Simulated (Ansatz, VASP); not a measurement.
## One calculation of MgO, two programs

```
Mg O
1.0
     5.52307    0.00000    0.00000
     0.00000    5.52307    0.00000
     0.00000    0.00000    5.52307
Mg O
6 6
Direct
  0.25000 0.99733 0.50000
  0.00000 0.50267 0.25000
  0.50000 0.75000 0.00000
  0.75000 0.99733 0.50000
  0.00000 0.50267 0.75000
  0.50000 0.25000 0.00000
  0.25000 0.49479 0.00000
  0.50000 0.00521 0.25000
  0.00000 0.75000 0.50000
  0.75000 0.49479 0.00000
  0.50000 0.00521 0.75000
  0.00000 0.25000 0.50000
```

Change from the starting cell: mode 14 frozen in at +0.000 Å and mode 24 at -0.029 Å (largest displacements).

Alike in both runs: task single point; functional LDA; k mesh 4 × 4 × 4; occupations gaussian, width 0.05 eV; no spin polarisation.

|  | VASP | Ansatz |
| --- | --- | --- |
| version | VASP 6.6.1 | Ansatz 0.2.0 |
| potentials or method | VASP PAW LDA potentials, release 64 (Mg, O), cutoff 520 eV | scalar-relativistic, plane waves, PAW |
| valence electrons in the cell | 48 | 96 |

VASP gave:

- gap on the k mesh at the Fermi level (eV): 2.85
- least direct gap on the mesh (eV): 2.85
- pressure (GPa): -0.7
- rms of the force components (eV/Å): 0.192

Task: Which values does Ansatz return?

Result: gap on the k mesh at the Fermi level (eV): 2.86; least direct gap on the mesh (eV): 2.86; pressure (GPa): 0.0; rms of the force components (eV/Å): 0.188.

Ansatz warns that its potentials were made for another functional, while VASP's fit it. LDA's correlation is that of Perdew and Zunger in VASP and of Perdew and Wang (1992) in Ansatz. Atom by atom the forces differ by 0.004 eV/Å (rms over components). VASP's potentials hold 48 valence electrons a cell and Ansatz's 96, so a difference there can come from the potentials and not from the codes.
